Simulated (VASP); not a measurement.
Runs of VASP 6.6.1 on MgS. The structure is that of space group F-43m (No. 216), or close to it. The cells are those of the table. 

| cell | gap on the mesh (eV) | pressure (GPa) |
| --- | --- | --- |
| a = 4.007 Å, angles 60.0°, 2 atoms | 3.18 | -2.5 |
| a = 4.059 Å, angles 60.0°, 2 atoms | 2.99 | -4.4 |
| a = 4.033 Å, angles 60.0°, 2 atoms | (b) | -3.5 |
| a = 3.925 Å, angles 60.0°, 2 atoms | 3.50 | 1.2 |
| a = 4.085 Å, angles 60.0°, 2 atoms | 2.90 | -5.2 |
| a = 3.980 Å, angles 60.0°, 2 atoms | (a) | -1.4 |
| a = 3.952 Å, angles 60.0°, 2 atoms | 3.39 | -0.2 |

Alike in all rows: task single point; level LDA; potentials or basis VASP PAW LDA potentials, release 64 (Mg, S); no spin polarisation; k mesh 5 × 5 × 5; cutoff (eV) 600; smearing gaussian 0.01 eV.

Question: Estimate the missing entries.

Answer: (a) 3.28; (b) 3.08.

A k mesh can miss the band edges.
